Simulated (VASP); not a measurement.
# Au (Pm-3m) in VASP: notebook

Runs on Au. Level: PBE. Tasks: single point.

Program: VASP 6.6.1. These are calculated values, not measurements. Logs are shortened: lines on timing, memory, paths and dates and some standing lists are left out, and cuts for length are marked.

**1. The cell of the first run**

It takes space group Pm-3m (No. 221, cubic). Conventional cell: a = 2.748 Å, b = 2.748 Å, c = 2.748 Å, α = 90.00°, β = 90.00°, γ = 90.00°. Within 3.6 Å of Au (site symmetry m-3m) lie 6 Au at 2.75 Å.

**2. Single point, PBE**

Input file INCAR:

```
ALGO     = Normal         # electronic algorithm
EDIFF    = 1E-7           # SCF threshold, eV
ENCUT    = 520            # plane-wave cutoff, eV
GGA      = PE             # functional
ISIF     = 2              # what is computed and relaxed
ISMEAR   = -1             # smearing method
LASPH    = T              # aspherical terms in the spheres
LCHARG   = T              # write CHGCAR
LELF     = T              # ELF
LREAL    = F              # projectors in reciprocal space
LVHAR    = T            
LWAVE    = F              # write WAVECAR
NBANDS   = 12             # bands
NELM     = 60             # most SCF steps
PREC     = Accurate       # precision mode
SIGMA    = 0.1            # smearing width, eV
```

Input file KPOINTS:

```
k-points
0
Gamma
  14 14 14
```

Input file POSCAR:

```
Au
1.0
    2.7478327670      0.0000000000      0.0000000000
    0.0000000000      2.7478327670      0.0000000000
    0.0000000000      0.0000000000      2.7478327670
Au
1
Direct
    0.0000000000      0.0000000000      0.0000000000
```

Potentials or basis: VASP PAW PBE potentials, release 64 (Au).

Launch:

```sh
$ cat potpaw_PBE.64/Au/POTCAR > POTCAR
$ mpirun -np 1 vasp_std > vasp.out
```

OUTCAR:

```text
EDIFF = 1E-7
   ENCUT = 520
   GGA = PE
   ISIF = 2
   ISMEAR = -1
   LASPH = T
   LREAL = F
   NELM = 60
   PREC = Accurate

 ion  position               nearest neighbor table
   1  0.000  0.000  0.000-

  LATTYP: Found a simple cubic cell.
 ALAT       =     2.7478327670

  Lattice vectors:

 A1 = (   2.7478327670,   0.0000000000,   0.0000000000)
 A2 = (   0.0000000000,   2.7478327670,   0.0000000000)
 A3 = (   0.0000000000,   0.0000000000,   2.7478327670)

Analysis of symmetry for initial positions (statically):
=====================================================================
 Subroutine PRICEL returns:
 Original cell was already a primitive cell.

 Routine SETGRP: Setting up the symmetry group for a
 simple cubic supercell.

 Subroutine GETGRP returns: Found 48 space group operations
 (whereof 48 operations were pure point group operations)
 out of a pool of 48 trial point group operations.

The static configuration has the point symmetry O_h .

Analysis of symmetry for dynamics (positions and initial velocities):
=====================================================================
 Subroutine PRICEL returns:
 Original cell was already a primitive cell.

 Routine SETGRP: Setting up the symmetry group for a
 simple cubic supercell.

 Subroutine GETGRP returns: Found 48 space group operations
 (whereof 48 operations were pure point group operations)
 out of a pool of 48 trial point group operations.

The dynamic configuration has the point symmetry O_h .

 Subroutine INISYM returns: Found 48 space group operations
 (whereof 48 operations are pure point group operations),
 and found     1 'primitive' translations

----------------------------------------------------------------------------------------

                                     Primitive cell

  volume of cell :      20.7477

  direct lattice vectors                    reciprocal lattice vectors
     2.747832767  0.000000000  0.000000000     0.363923166  0.000000000  0.000000000
     0.000000000  2.747832767  0.000000000     0.000000000  0.363923166  0.000000000
     0.000000000  0.000000000  2.747832767     0.000000000  0.000000000  0.363923166

  length of vectors
     2.747832767  2.747832767  2.747832767     0.363923166  0.363923166  0.363923166

  position of ions in fractional coordinates (direct lattice)
     0.000000000  0.000000000  0.000000000

  ion indices of the primitive-cell ions
   primitive index   ion index
                 1           1

----------------------------------------------------------------------------------------

 KPOINTS: k-points

Automatic generation of k-mesh.
 Grid dimensions read from file:
 generate k-points for:   14   14   14

 Generating k-lattice:

  Cartesian coordinates                     Fractional coordinates (reciprocal lattice)
     0.025994512  0.000000000  0.000000000     0.071428571  0.000000000  0.000000000
     0.000000000  0.025994512  0.000000000     0.000000000  0.071428571  0.000000000
     0.000000000  0.000000000  0.025994512     0.000000000  0.000000000  0.071428571

  Length of vectors
     0.025994512  0.025994512  0.025994512

  Shift w.r.t. Gamma in fractional coordinates (k-lattice)
     0.000000000  0.000000000  0.000000000

 Subroutine IBZKPT returns following result:
 ===========================================

 Found    120 irreducible k-points:

 Following reciprocal coordinates:
            Coordinates               Weight
  0.000000  0.000000  0.000000      1.000000
  0.071429  0.000000  0.000000      6.000000
  0.142857  0.000000  0.000000      6.000000
  0.214286  0.000000  0.000000      6.000000
  0.285714  0.000000  0.000000      6.000000
  0.357143  0.000000  0.000000      6.000000
[... 16 lines left out ...]
  0.285714  0.214286  0.000000     24.000000
  0.357143  0.214286  0.000000     24.000000
 [... further k-points ...]
   k-points           NKPTS =    120   k-points in BZ     NKDIM =    120   number of bands    NBANDS=     12
   number of dos      NEDOS =    301   number of ions     NIONS =      1
   total plane-waves  NPLWV =   8000
   dimension x,y,z NGX =    20 NGY =   20 NGZ =   20
   dimension x,y,z NGXF=    40 NGYF=   40 NGZF=   40
   ions per type =               1
   NGX,Y,Z   is equivalent  to a cutoff of  12.10, 12.10, 12.10 a.u.
   NGXF,Y,Z  is equivalent  to a cutoff of  24.20, 24.20, 24.20 a.u.
 SYSTEM =  unknown system
   PREC   = accura    normal or accurate (medium, high low for compatibility)
   ISTART =      0    job   : 0-new  1-cont  2-samecut
   ICHARG =      2    charge: 1-file 2-atom 10-const
   ISPIN  =      1    spin polarized calculation?
   LNONCOLLINEAR =      F non collinear calculations
   LSORBIT =      F    spin-orbit coupling
   LASPH  =      T    aspherical Exc in radial PAW
   ENCUT  =  520.0 eV  38.22 Ry    6.18 a.u.   5.11  5.11  5.11*2*pi/ulx,y,z
   NELM   =     60;   NELMIN=  2; NELMDL= -5     # of ELM steps
   EDIFF  = 0.1E-06   stopping-criterion for ELM
[... 55 lines left out ...]
      1      -1.4722      2.00000
      2       0.6699      2.00000
      3       0.6699      2.00000
      4       4.8324      2.00000
      5       4.8324      2.00000
      6       4.8324      2.00000
      7      20.1218      0.00000
      8      20.1218      0.00000
      9      20.1218      0.00000
     10      24.9325      0.00000
     11      27.3656      0.00000
     12      27.3656      0.00000

 k-point     2 :       0.0714    0.0000    0.0000
  band No.  band energies     occupation
      1      -1.3485      2.00000
      2       0.6886      2.00000
      3       0.7663      2.00000
      4       4.7511      2.00000
      5       4.7511      2.00000
      6       4.8390      2.00000
      7      19.1031      0.00000
      8      20.3242      0.00000
      9      20.3242      0.00000
     10      25.4871      0.00000
     11      26.9564      0.00000
     12      27.9896      0.00000

 k-point     3 :       0.1429    0.0000    0.0000
  band No.  band energies     occupation
      1      -1.0091      2.00000
      2       0.7412      2.00000
      3       1.0726      2.00000
      4       4.5306      2.00000
      5       4.5306      2.00000
      6       4.8574      2.00000
      7      17.1358      0.00000
      8      20.9003      0.00000
      9      20.9003      0.00000
     10      25.9120      0.00000
     11      26.0195      0.00000
     12      29.9772      0.00000

 k-point     4 :       0.2143    0.0000    0.0000
  band No.  band energies     occupation
      1      -0.5480      2.00000
      2       0.8184      2.00000
      3       1.6406      2.00000
      4       4.2295      2.00000
      5       4.2295      2.00000
      6       4.8840      2.00000
      7      15.0281      0.00000
      8      21.7687      0.00000
      9      21.7687      0.00000
     10      24.9585      0.00000
     11      25.9548      0.00000
     12      32.6421      0.00000

 k-point     5 :       0.2857    0.0000    0.0000
  band No.  band energies     occupation
      1      -0.0907      2.00000
      2       0.9060      2.00000
      3       2.5224      2.00000
      4       3.9163      2.00000
      5       3.9163      2.00000
      6       4.9138      2.00000
      7      12.9728      0.00000
      8      22.8186      0.00000
      9      22.8186      0.00000
     10      23.9958      0.00000
     11      25.7497      0.00000
     12      32.8574      0.00000
[... 228 lines left out ...]
      1       0.9067      2.00000
      2       1.5662      2.00000
      3       2.5781      2.00000
      4       3.4586      2.00000
      5       4.6947      2.00000
      6       6.8822      0.00357
      7       8.3904      0.00000
      8      22.1781      0.00000
      9      22.3133      0.00000
     10      24.1995      0.00000
     11      26.3042      0.00000
     12      30.4341      0.00000

 k-point    22 :       0.2143    0.2143    0.0000
  band No.  band energies     occupation
      1       0.3001      2.00000
      2       1.5347      2.00000
      3       2.0049      2.00000
      4       3.6654      2.00000
      5       4.2511      2.00000
      6       4.3555      2.00000
      7      16.2112      0.00000
      8      16.4443      0.00000
      9      23.4891      0.00000
     10      24.8456      0.00000
     11      28.4715      0.00000
     12      30.8089      0.00000

 k-point    23 :       0.2857    0.2143    0.0000
  band No.  band energies     occupation
      1       0.6201      2.00000
      2       1.7585      2.00000
      3       2.4981      2.00000
      4       3.7378      2.00000
      5       3.9923      2.00000
      6       4.3529      2.00000
      7      14.1580      0.00000
      8      17.2119      0.00000
      9      24.2140      0.00000
     10      24.6010      0.00000
     11      27.0997      0.00000
     12      30.7309      0.00000

 k-point    24 :       0.3571    0.2143    0.0000
  band No.  band energies     occupation
      1       0.8543      2.00000
      2       1.8785      2.00000
      3       2.5544      2.00000
      4       3.7380      2.00000
      5       4.3866      2.00000
      6       4.7373      2.00000
      7      12.0765      0.00000
      8      18.1959      0.00000
      9      23.2655      0.00000
     10      25.6985      0.00000
     11      25.8023      0.00000
     12      30.7329      0.00000

 [... further k-points ...]
[... 5 lines left out ...]
  --------------------------------------------------------------------------------------
  -------------------------------------------------------------------------------------
  Total       -0.0262129     -0.0262129     -0.0262129      0.0000000      0.0000000     -0.0000000
  in kB       -2.0242098     -2.0242098     -2.0242098      0.0000000      0.0000000     -0.0000000
  external PRESSURE =      -2.0242098 kB  Pullay stress =       0.0000000 kB

 VOLUME and BASIS-vectors are now :
 -----------------------------------------------------------------------------
  energy-cutoff  :      520.00
  volume of cell :       20.75
      direct lattice vectors                 reciprocal lattice vectors
     2.747832767  0.000000000  0.000000000     0.363923166  0.000000000  0.000000000
     0.000000000  2.747832767  0.000000000     0.000000000  0.363923166  0.000000000
     0.000000000  0.000000000  2.747832767     0.000000000  0.000000000  0.363923166

 POSITION                                       TOTAL-FORCE (eV/Angst)
 -----------------------------------------------------------------------------------
      0.00000      0.00000      0.00000         0.000000      0.000000      0.000000
 -----------------------------------------------------------------------------------
    total drift:                               -0.000000      0.000000     -0.000000

  FREE ENERGIE OF THE ION-ELECTRON SYSTEM (eV)
  ---------------------------------------------------
  free  energy   TOTEN  =        -3.0275281975 eV

  energy  without entropy=       -3.0172164900  energy(sigma->0) =       -3.02237234
```

Run time: 32 s. Hardware: 1 thread of AMD EPYC 7R13, shared host; peak memory 0.11 GiB.

What came out:

- Free energy: -3.0275 eV
- Pressure: -0.2 GPa

Levels at points of the mesh, in eV from the Fermi level:
| k point | band 2 | band 3 | band 4 | band 5 | band 6 | band 7 | band 8 | band 9 |
| --- | --- | --- | --- | --- | --- | --- | --- | --- |
| (0.00, 0.00, 0.00) | -5.58 | -5.58 | -1.42 | -1.42 | -1.42 | 13.87 | 13.87 | 13.87 |
| (0.50, 0.00, 0.00) | -5.19 | -2.84 | -2.84 | -1.28 | -0.39 | 2.07 | 16.36 | 18.46 |
| (0.50, 0.50, 0.00) | -4.85 | -2.59 | -2.59 | -0.28 | 3.88 | 3.88 | 6.41 | 11.48 |
| (0.50, 0.50, 0.50) | -4.85 | -4.85 | -0.19 | -0.19 | 8.44 | 8.44 | 8.44 | 10.20 |

Caveat: spin-orbit coupling is left out, which moves the levels of the heavy elements.

**3. Single point, PBE (volume scaled by 0.4)**

Input file INCAR:

```
PREC = Accurate
ENCUT = 520
EDIFF = 1E-6
ISMEAR = -1
SIGMA = 0.1
LREAL = F
LASPH = T
NELM = 60
ALGO = Normal
ISIF = 2
LWAVE = F
LCHARG = F
GGA = PE
NBANDS = 12
```

Input file KPOINTS:

```
Automatic mesh
0
Gamma
  14 14 14
```

Input file POSCAR:

```
Au
1.0
    2.0246204933      0.0000000000      0.0000000000
    0.0000000000      2.0246204933      0.0000000000
    0.0000000000      0.0000000000      2.0246204933
Au
1
Direct
    0.0000000000      0.0000000000      0.0000000000
```

Potentials or basis: VASP PAW PBE potentials, release 64 (Au).

Launch:

```sh
$ cat potpaw_PBE.64/Au/POTCAR > POTCAR
$ mpirun -np 1 vasp_std > vasp.out
```

Run time: 5.2 s. Hardware: 1 thread of Intel Xeon Platinum 8488C (Sapphire Rapids), shared host; peak memory 0.12 GiB.

The run converged, but its numbers aren't listed here, since they failed a check.

Caveat: spin-orbit coupling is left out, which moves the levels of the heavy elements.

**4. Single point, PBE (volume scaled by 0.4)**

Input file INCAR:

```
SYSTEM = Au
PREC     = Accurate       ! precision mode
ENCUT    = 520            ! plane-wave cutoff, eV
EDIFF    = 1E-6           ! SCF threshold, eV
ISMEAR   = -1             ! smearing method
SIGMA    = 0.1            ! smearing width, eV
LREAL    = .False.        ! projectors in reciprocal space
LASPH    = .True.         ! aspherical terms in the spheres
NELM     = 80             ! most SCF steps
ALGO     = Normal         ! electronic algorithm
ISIF     = 2              ! what is computed and relaxed
LWAVE    = .False.        ! write WAVECAR
LCHARG   = .False.        ! write CHGCAR
GGA      = PE             ! functional
NBANDS   = 12             ! bands
```

Input file KPOINTS:

```
regular mesh
0
Gamma
  14 14 14
  0 0 0
```

POSCAR is that of step 3.

Launch:

```sh
$ cat potpaw_PBE.64/Au/POTCAR > POTCAR
$ mpirun -np 1 vasp_std > vasp.out
```

Run time: 7.8 s. Hardware: 1 thread of Intel Xeon Platinum 8488C (Sapphire Rapids), shared host; peak memory 0.12 GiB.

The run converged, but its numbers aren't listed here, since they failed a check.

Caveat: spin-orbit coupling is left out, which moves the levels of the heavy elements.

**5. Single point, PBE (volume scaled by 0.5)**

Input file INCAR:

```
  PREC = Accurate
  ENCUT = 520
  EDIFF = 1E-6
  ISMEAR = -1
  SIGMA = 0.1
  LREAL = F
  LASPH = T
  NELM = 80
  ALGO = Normal
  ISIF = 2
  LWAVE = F
  LCHARG = F
  GGA = PE
  NBANDS = 12
```

Input file KPOINTS:

```
regular mesh
0
Gamma
  14 14 14
```

Input file POSCAR:

```
Au
1.0
    2.1809563125      0.0000000000      0.0000000000
    0.0000000000      2.1809563125      0.0000000000
    0.0000000000      0.0000000000      2.1809563125
Au
1
Direct
    0.0000000000      0.0000000000      0.0000000000
```

Launch:

```sh
$ cat potpaw_PBE.64/Au/POTCAR > POTCAR
$ mpirun -np 1 vasp_std > vasp.out
```

Wall time 5.6 s (1 thread of Intel Xeon Platinum 8488C (Sapphire Rapids), shared host); peak memory 0.12 GiB.

The run converged. Its results:

| Quantity | Value |
| --- | --- |
| Free energy | 4.6690 eV |
| Pressure | 486.8 GPa |

Levels at points of the mesh, in eV from the Fermi level:
| k point | band 2 | band 3 | band 4 | band 5 | band 6 | band 7 | band 8 | band 9 | band 10 | band 11 |
| --- | --- | --- | --- | --- | --- | --- | --- | --- | --- | --- |
| (0.00, 0.00, 0.00) | -14.23 | -14.23 | -1.94 | -1.94 | -1.94 | 16.49 | 16.49 | 16.49 | 25.79 | 28.48 |
| (0.50, 0.00, 0.00) | -12.88 | -6.85 | -6.85 | -5.05 | -1.42 | 6.30 | 14.09 | 20.96 | 24.76 | 24.76 |
| (0.50, 0.50, 0.00) | -11.50 | -5.91 | -5.91 | 1.61 | 3.01 | 3.01 | 15.36 | 16.04 | 22.66 | 22.66 |
| (0.50, 0.50, 0.50) | -13.07 | -13.07 | 1.98 | 1.98 | 5.27 | 13.11 | 13.11 | 13.11 | 25.48 | 25.48 |

Caveat: spin-orbit coupling is left out, which moves the levels of the heavy elements.

**6. Single point, PBE (volume scaled by 0.6)**

Input file INCAR:

```
PREC = Accurate
ENCUT = 520
EDIFF = 1E-7
ISMEAR = -1
SIGMA = 0.1
LREAL = F
LASPH = T
NELM = 60
ALGO = Normal
ISIF = 2
LWAVE = F
LCHARG = F
GGA = PE
NBANDS = 12
```

KPOINTS is that of step 5.

Input file POSCAR:

```
Au
1.0
    2.3176119145      0.0000000000      0.0000000000
    0.0000000000      2.3176119145      0.0000000000
    0.0000000000      0.0000000000      2.3176119145
Au
1
Direct
    0.0000000000      0.0000000000      0.0000000000
```

Potentials or basis: VASP PAW PBE potentials, release 64 (Au).

Launch:

```sh
$ cat potpaw_PBE.64/Au/POTCAR > POTCAR
$ mpirun -np 1 vasp_std > vasp.out
```

Run time: 10 s. Hardware: 1 thread of Intel Xeon Platinum 8488C (Sapphire Rapids), shared host; peak memory 0.13 GiB.

The run converged. Its results:

* Free energy: 0.3075 eV
* Pressure: 222.0 GPa

Levels at points of the mesh, in eV from the Fermi level:
| k point | band 2 | band 3 | band 4 | band 5 | band 6 | band 7 | band 8 | band 9 | band 10 | band 11 |
| --- | --- | --- | --- | --- | --- | --- | --- | --- | --- | --- |
| (0.00, 0.00, 0.00) | -11.04 | -11.04 | -1.66 | -1.66 | -1.66 | 16.15 | 16.15 | 16.15 | 24.05 | 26.91 |
| (0.50, 0.00, 0.00) | -10.13 | -5.24 | -5.24 | -3.44 | -1.30 | 4.92 | 15.53 | 20.63 | 23.60 | 23.60 |
| (0.50, 0.50, 0.00) | -9.09 | -4.57 | -4.57 | 0.98 | 3.41 | 3.41 | 12.78 | 14.47 | 22.44 | 22.44 |
| (0.50, 0.50, 0.50) | -9.94 | -9.94 | 1.23 | 1.23 | 7.52 | 11.49 | 11.49 | 11.49 | 22.65 | 22.65 |

Caveat: spin-orbit coupling is left out, which moves the levels of the heavy elements.

**7. Overview**

| cell | gap on the mesh (eV) | pressure (GPa) |
| --- | --- | --- |
| a = 2.748 Å, 1 atom | none | -0.2 |
| a = 2.181 Å, 1 atom | none | 486.8 |
| a = 2.318 Å, 1 atom | none | 222.0 |

Alike in all rows: task single point; level PBE; potentials or basis VASP PAW PBE potentials, release 64 (Au); no spin polarisation; k mesh 14 × 14 × 14; cutoff (eV) 520; smearing fermi-dirac 0.1 eV.

Caveats: spin-orbit coupling is left out, which moves the levels of the heavy elements.

Absolute energies hang on the potentials; compare differences alone.
